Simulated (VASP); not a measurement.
The system is Zn.

```
CELL_PARAMETERS angstrom
0.00000 1.91922 1.91922
1.91922 0.00000 1.91922
1.91922 1.91922 0.00000
ATOMIC_POSITIONS crystal
Zn 0.00000 0.00000 0.00000
```

Base run:

| Property | Result |
| --- | --- |
| Program | VASP 6.6.1 |
| Functional | PBEsol |
| Potentials or basis | VASP PAW PBE potentials, release 64 (Zn) |
| Cutoff | 520 eV |
| k mesh | 18 × 18 × 18 |
| Occupations | gaussian, width 0.1 eV |
| Spin | no spin polarisation |

Its results: band gap on the k mesh zero (band 6 reaches 5.16 eV, above the bottom of band 7 at 2.16 eV); pressure 0.4 GPa.

Q: The run is repeated on the same cell with these changes: functional from PBEsol to r2SCAN; further incar settings from ALGO = Normal; EDIFF = 1e-07; NBANDS = 12 to ALGO = Normal; EDIFF = 1e-06; NBANDS = 12. What comes out?

A: Band gap on the k mesh zero (band 6 reaches 5.25 eV, above the bottom of band 7 at 2.24 eV); pressure 1.4 GPa.

Caveats: the PAW data sets were made with another functional, which shifts forces and pressure a little.
